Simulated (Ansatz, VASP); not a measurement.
One calculation of Be, two programs

The input INCAR:

```
SYSTEM = Be
  PREC = Accurate
  ENCUT = 520
  EDIFF = 1E-6
  ISMEAR = 0
  SIGMA = 0.15
  LREAL = .FALSE.
  LASPH = .TRUE.
  NELM = 60
  ALGO = Fast
  ISIF = 2
  LWAVE = .FALSE.
  LCHARG = .TRUE.
  GGA = PE
  IVDW = 12
  LELF = .TRUE.
  LVHAR = .TRUE.
  NBANDS = 9
```

File KPOINTS:

```
regular mesh
0
G
  24 24 12
  0 0 0
```

Contents of POSCAR:

```
Be
1.0
    2.2141966284      0.0000000000      0.0000000000
   -1.1070983142      1.9175505292      0.0000000000
    0.0000000000      0.0000000000      3.5001053904
Be
2
Direct
    0.3176165720      0.6666666667      0.2500000000
    0.6823834280      0.3333333333      0.7500000000
```

Input for Ansatz:

```yaml
crystal:
  lattice:
    - [2.2141966284, 0.0, 0.0]
    - [-1.1070983142, 1.9175505292, 0.0]
    - [0.0, 0.0, 3.5001053904]
  atoms:
    - { symbol: Be, position: [0.317616572, 0.6666666667, 0.25] }
    - { symbol: Be, position: [0.682383428, 0.3333333333, 0.75] }
basis:
  ecutwfc: 520.0
kpoints:
  mp_grid: { grid: [24, 24, 12] }
hamiltonian:
  xc: pbe
  dispersion: d3bj
scf:
  occupations: { method: gaussian, width: 0.15 }
output:
  forces: true
  stress: true
  eigenvalues: true
  write_density: true
  write_potential: true
  elf: true
  volumetric_format: npy
```

Change from the starting cell: mode 4 frozen in at -0.035 Å, equal normal strain along x, y and z +0.0000.

Alike in both runs: task single point; functional PBE; dispersion D3(BJ); k mesh 24 × 24 × 12; occupations gaussian, width 0.15 eV; no spin polarisation.

|  | VASP | Ansatz |
| --- | --- | --- |
| version | VASP 6.6.1 | Ansatz 0.2.0 |
| potentials or method | VASP PAW PBE potentials, release 64 (Be), cutoff 520 eV | scalar-relativistic, plane waves, PAW |
| valence electrons in the cell | 4 | 4 |

Ansatz gave:

```
gap on the k mesh at the Fermi level (eV)                     : none
pressure (GPa)                                                : 0.1
traceless stress, the component that is largest in VASP (GPa) : 2.33
rms of the force components (eV/Å)                            : 0.157
```

Task: Which values does VASP return?

Result: gap on the k mesh at the Fermi level (eV): none; pressure (GPa): 0.3; traceless stress, the component that is largest in VASP (GPa): 2.34; rms of the force components (eV/Å): 0.157.

Atom by atom the forces differ by 0.000 eV/Å (rms over components). A gap of «none» marks a metal or a gap that the smearing closes.
